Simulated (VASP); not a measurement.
# SrMg in VASP: relaxation of the atoms with LDA

Aim: the relaxation of the atoms of SrMg with LDA.

Program: VASP 6.6.1. These are calculated values, not measurements. Logs are shortened: lines on timing, memory, paths and dates and some standing lists are left out, and cuts for length are marked.

## 1. The cell of the first run

The cell holds a slab with vacuum, 4 atoms: a = 4.190 Å, b = 4.190 Å, c = 20.285 Å, α = 90.00°, β = 90.00°, γ = 90.00°.

## 2. Relaxation of the atoms, LDA

Input file INCAR:

```
PREC = Accurate
ENCUT = 520
EDIFF = 1E-6
ISMEAR = 0
SIGMA = 0.15
LREAL = F
LASPH = T
NELM = 60
ALGO = Normal
ISIF = 2
LWAVE = F
LCHARG = F
LDIPOL = T
IDIPOL = 3
DIPOL = 0.5 0.5 0.500
GGA = CA
IBRION = 2
NSW = 50
EDIFFG = -0.03
```

Input file KPOINTS:

```
regular mesh
0
Gamma
  4 4 1
```

Input file POSCAR:

```
SrMg
1.0
    4.1903181100      0.0000000000      0.0000000000
    0.0000000000      4.1903181100      0.0000000000
    0.0000000000      0.0000000000     20.2854771650
Sr Mg
2 2
Direct
    0.5000000000      0.5000000000      0.4483581520
    0.5000000000      0.5000000000      0.6549255439
    0.0000000000      0.0000000000      0.3450744561
    0.0000000000      0.0000000000      0.5516418480
```

Potentials or basis: VASP PAW LDA potentials, release 64 (Sr_sv, Mg).

On the command line:

```sh
$ cat potpaw_LDA.64/Sr_sv/POTCAR potpaw_LDA.64/Mg/POTCAR > POTCAR
$ mpirun -np 1 vasp_std > vasp.out
```

OUTCAR:

```text
PREC = Accurate
   ENCUT = 520
   EDIFF = 1E-6
   ISMEAR = 0
   LREAL = F
   LASPH = T
   NELM = 60
   ISIF = 2
   GGA = CA
   IBRION = 2
   NSW = 50
   EDIFFG = -0.03

 ion  position               nearest neighbor table
   1  0.500  0.500  0.448-   3 3.63   3 3.63   3 3.63   3 3.63   4 3.63   4 3.63   4 3.63   4 3.63
                             2 4.19
   2  0.500  0.500  0.655-   4 3.63   4 3.63   4 3.63   4 3.63   1 4.19
   3  0.000  0.000  0.345-   1 3.63   1 3.63   1 3.63   1 3.63
   4  0.000  0.000  0.552-   2 3.63   2 3.63   2 3.63   2 3.63   1 3.63   1 3.63   1 3.63   1 3.63

  LATTYP: Found a simple tetragonal cell.
 ALAT       =     4.1903181100
 C/A-ratio  =     4.8410351273

  Lattice vectors:

 A1 = (   4.1903181100,   0.0000000000,   0.0000000000)
 A2 = (   0.0000000000,   4.1903181100,   0.0000000000)
 A3 = (   0.0000000000,   0.0000000000,  20.2854771650)

Analysis of symmetry for initial positions (statically):
=====================================================================
 Subroutine PRICEL returns:
 Original cell was already a primitive cell.

 Routine SETGRP: Setting up the symmetry group for a
 simple tetragonal supercell.

 Subroutine GETGRP returns: Found  8 space group operations
 (whereof  8 operations were pure point group operations)
 out of a pool of 16 trial point group operations.

The static configuration has the point symmetry C_4v.

Analysis of symmetry for dynamics (positions and initial velocities):
=====================================================================
 Subroutine PRICEL returns:
 Original cell was already a primitive cell.

 Routine SETGRP: Setting up the symmetry group for a
 simple tetragonal supercell.

 Subroutine GETGRP returns: Found  8 space group operations
 (whereof  8 operations were pure point group operations)
 out of a pool of 16 trial point group operations.

The dynamic configuration has the point symmetry C_4v.

 Subroutine INISYM returns: Found  8 space group operations
 (whereof  8 operations are pure point group operations),
 and found     1 'primitive' translations

----------------------------------------------------------------------------------------

                                     Primitive cell

  volume of cell :     356.1879

  direct lattice vectors                    reciprocal lattice vectors
     4.190318110  0.000000000  0.000000000     0.238645366  0.000000000  0.000000000
     0.000000000  4.190318110  0.000000000     0.000000000  0.238645366  0.000000000
     0.000000000  0.000000000 20.285477165     0.000000000  0.000000000  0.049296351

  length of vectors
     4.190318110  4.190318110 20.285477165     0.238645366  0.238645366  0.049296351

  position of ions in fractional coordinates (direct lattice)
     0.500000000  0.500000000  0.448358152
     0.500000000  0.500000000  0.654925544
     0.000000000  0.000000000  0.345074456
     0.000000000  0.000000000  0.551641848

  ion indices of the primitive-cell ions
   primitive index   ion index
                 1           1
                 2           2
                 3           3
                 4           4

----------------------------------------------------------------------------------------

 KPOINTS: regular mesh

Automatic generation of k-mesh.
 Grid dimensions read from file:
 generate k-points for:    4    4    1

 Generating k-lattice:

  Cartesian coordinates                     Fractional coordinates (reciprocal lattice)
     0.059661342  0.000000000  0.000000000     0.250000000  0.000000000  0.000000000
     0.000000000  0.059661342  0.000000000     0.000000000  0.250000000  0.000000000
     0.000000000  0.000000000  0.049296351     0.000000000  0.000000000  1.000000000

  Length of vectors
     0.059661342  0.059661342  0.049296351

  Shift w.r.t. Gamma in fractional coordinates (k-lattice)
     0.000000000  0.000000000  0.000000000

 Subroutine IBZKPT returns following result:
 ===========================================

 Found      6 irreducible k-points:

 Following reciprocal coordinates:
            Coordinates               Weight
  0.000000  0.000000  0.000000      1.000000
  0.250000  0.000000  0.000000      4.000000
  0.500000  0.000000  0.000000      2.000000
  0.250000  0.250000  0.000000      4.000000
  0.500000  0.250000  0.000000      4.000000
  0.500000  0.500000  0.000000      1.000000
   k-points           NKPTS =      6   k-points in BZ     NKDIM =      6   number of bands    NBANDS=     16
   number of dos      NEDOS =    301   number of ions     NIONS =      4
   total plane-waves  NPLWV = 163840
   dimension x,y,z NGX =    32 NGY =   32 NGZ =  160
   dimension x,y,z NGXF=    64 NGYF=   64 NGZF=  320
   ions per type =               2   2
   NGX,Y,Z   is equivalent  to a cutoff of  12.70, 12.70, 13.11 a.u.
   NGXF,Y,Z  is equivalent  to a cutoff of  25.39, 25.39, 26.23 a.u.
 SYSTEM =  unknown system
   PREC   = accura    normal or accurate (medium, high low for compatibility)
   ISTART =      0    job   : 0-new  1-cont  2-samecut
   ICHARG =      2    charge: 1-file 2-atom 10-const
   ISPIN  =      1    spin polarized calculation?
   LNONCOLLINEAR =      F non collinear calculations
   LSORBIT =      F    spin-orbit coupling
   LASPH  =      T    aspherical Exc in radial PAW
   ENCUT  =  520.0 eV  38.22 Ry    6.18 a.u.   7.79  7.79 37.72*2*pi/ulx,y,z
   NELM   =     60;   NELMIN=  2; NELMDL= -5     # of ELM steps
   EDIFF  = 0.1E-05   stopping-criterion for ELM
   LREAL  =      F    real-space projection
   EDIFFG = -.3E-01   stopping-criterion for IOM
   NSW    =     50    number of steps for IOM
   IBRION =      2    ionic relax: 0-MD 1-quasi-New 2-CG
   NFREE  =      1    steps in history (QN), initial steepest desc. (CG)
   ISIF   =      2    stress and relaxation
   ISYM   =      2    0-nonsym 1-usesym 2-fastsym
   POTIM  = 0.5000    time-step for ionic-motion
   TEBEG  =    0.0;   TEEND  =   0.0 temperature during run
   PSTRESS=    0.0 pullay stress
   NELECT =      24.0000    total number of electrons
   NUPDOWN=      -1.0000    fix difference up-down
   EMIN   =  10.00;   EMAX   =-10.00  energy-range for DOS
   EFERMI =   0.00;   METHOD = LEGACY
   ISMEAR =     0;   SIGMA  =   0.15  broadening in eV -4-tet -1-fermi 0-gaus
   EFERMI_NEDOS =   21; number of points for ismear=-14 and -15
   IALGO  =     38    algorithm
   IMIX   =      4    mixing-type and parameters
     AMIX     =   0.40;   BMIX     =  1.00
     AMIX_MAG =   1.60;   BMIX_MAG =  1.00
  volume/ion in A,a.u.               =      89.05       600.92
  Fermi-wavevector in a.u.,A,eV,Ry     =   0.666171  1.258880  6.038039  0.443783
  Thomas-Fermi vector in A             =   1.740390
   LORBIT       =      0    0 simple, 1 ext, 2 COOP (PROOUT), +10 PAW based schemes
   GGA     = CA    functional components
   LHFCALC =     F    Hartree Fock is set to
   AEXX    =    0.0000 exact exchange contribution
   IVDW    =     0    specifies the selected vdW correction
   LEPSILON=     F    determine dielectric tensor
   LRPA    =     F    only Hartree local field effects (RPA)
 conjugate gradient relaxation of ions
 non-spin polarized calculation
 Gauss-broadening in eV      SIGMA  =   0.15
  energy-cutoff  :      520.00
  volume of cell :      356.19
 maximum number of plane-waves:      9616
 NGX is ok and might be reduce to    32
   NGX = 15   NGY = 15   NGZ = 75

 dipolmoment           0.000000      0.000000      0.058354 electrons x Angstroem

--------------------------------------- Ionic step        1  -------------------------------------------

 number of electron      24.0000001 magnetization

 Free energy of the ion-electron system (eV)
  ---------------------------------------------------
  ext. energy  EPLUGINS =         0.00000000
  ---------------------------------------------------
  free energy    TOTEN  =        -6.24187743 eV

  energy without entropy =       -6.18125659  energy(sigma->0) =       -6.21156701

------------------------ aborting loop because EDIFF is reached ----------------------------------------

  FORCE on cell =-STRESS in cart. coord.  units (eV):
  Direction    XX          YY          ZZ          XY          YZ          ZX
  --------------------------------------------------------------------------------------
  -------------------------------------------------------------------------------------
  Total       -2.8844316     -2.8844316     -1.1282489      0.0000000      0.0000000      0.0000000
  in kB      -12.9745292    -12.9745292     -5.0750028      0.0000000      0.0000000      0.0000000
  external PRESSURE =     -10.3413538 kB  Pullay stress =       0.0000000 kB
[... 95 lines left out ...]
  FREE ENERGIE OF THE ION-ELECTRON SYSTEM (eV)
  ---------------------------------------------------
  free  energy   TOTEN  =        -6.2603944394 eV

  energy  without entropy=       -6.2008340786  energy(sigma->0) =       -6.23061426

[... ionic steps 4 to 8 ...]

--------------------------------------- Ionic step        9  -------------------------------------------

 number of electron      24.0000001 magnetization

------------------------ aborting loop because EDIFF is reached ----------------------------------------
[... 71 lines left out ...]
--------------------------------------- Ionic step       11  -------------------------------------------

 number of electron      24.0000001 magnetization

 dipolmoment           0.000000      0.000000     -0.064918 electrons x Angstroem

 Free energy of the ion-electron system (eV)
  ---------------------------------------------------
  ext. energy  EPLUGINS =         0.00000000
  ---------------------------------------------------
  free energy    TOTEN  =        -6.29098649 eV

  energy without entropy =       -6.22827099  energy(sigma->0) =       -6.25962874

 E-fermi :  -0.9348     XC(G=0):  -4.1876

 val. band max:       -1.0840137731   @ k =   0.0000   0.0000   0.0000
 cond. band min:      -0.9303087585   @ k =   0.5000   0.2500   0.0000
 fundamental gap:      0.1537050146
 Fermi energy:        -0.9348107647

 k-point     1 :       0.0000    0.0000    0.0000
  band No.  band energies     occupation
      1     -37.4278      2.00000
      2     -36.8746      2.00000
      3     -19.6110      2.00000
      4     -19.4268      2.00000
      5     -19.4268      2.00000
      6     -19.0179      2.00000
[... 93 lines left out ...]
      5     -19.5426      2.00000
      6     -19.0567      2.00000
[... 8 lines left out ...]
     15      -0.3248      0.00000
     16      -0.0203      0.00000

------------------------ aborting loop because EDIFF is reached ----------------------------------------

 vacuum level on the upper side and lower side of the slab       (xc-potential included)        -0.333         0.318

  FORCE on cell =-STRESS in cart. coord.  units (eV):
  Direction    XX          YY          ZZ          XY          YZ          ZX
  --------------------------------------------------------------------------------------
  -------------------------------------------------------------------------------------
  Total       -1.9720365     -1.9720365     -0.0844894      0.0000000      0.0000000     -0.0000000
  in kB       -8.8704634     -8.8704634     -0.3800436      0.0000000      0.0000000     -0.0000000
  external PRESSURE =      -6.0403235 kB  Pullay stress =       0.0000000 kB
[... 19 lines left out ...]
  FREE ENERGIE OF THE ION-ELECTRON SYSTEM (eV)
  ---------------------------------------------------
  free  energy   TOTEN  =        -6.2909864863 eV

  energy  without entropy=       -6.2282709928  energy(sigma->0) =       -6.25962874

 reached required accuracy - stopping structural energy minimisation

 vacuum level on the upper side and lower side of the slab         1.796         2.458
```

Wall time 4.9 min (1 thread of Intel Xeon Platinum 8175M at 2.50GHz (Skylake/Cascade Lake), shared host); peak memory 0.34 GiB.

What came out:

```
Free energy                  : -6.2910 eV
Energy gained by relaxing    : 12.3 meV/atom
Ionic steps                  : 11
Largest force after relaxing : 0.019 eV/Å
Band gap on the k mesh       : zero (band 12 reaches -0.90 eV, above the bottom of band 13 at -0.93 eV)
```

Forces on the atoms (eV/Å):
```
Sr   0.000  0.000 -0.013
Sr   0.000  0.000 -0.019
Mg   0.000  0.000  0.016
Mg   0.000  0.000  0.016
```

The path:
```tsv
step	energy change (eV)	largest force (eV/Å)	pressure (GPa)
1	0.0000	0.2680	-1.03
2	-0.0053	0.2509	-1.02
3	-0.0185	0.1948	-0.96
4	-0.0311	0.1033	-0.83
5	-0.0313	0.1230	-0.81
6	-0.0356	0.1132	-0.78
7	-0.0438	0.0813	-0.69
8	-0.0345	0.2222	-0.48
9	-0.0449	0.0681	-0.64
10	-0.0478	0.0449	-0.63
11	-0.0491	0.0193	-0.60
```

Final structure:
```
Sr Mg
1.0
     4.19032    0.00000    0.00000
     0.00000    4.19032    0.00000
     0.00000    0.00000   20.28548
Sr Mg
2 2
Direct
  0.50000 0.50000 0.45118
  0.50000 0.50000 0.64363
  0.00000 0.00000 0.35545
  0.00000 0.00000 0.54973
```

Caveat: the k points lie up to 0.37 Å⁻¹ apart.
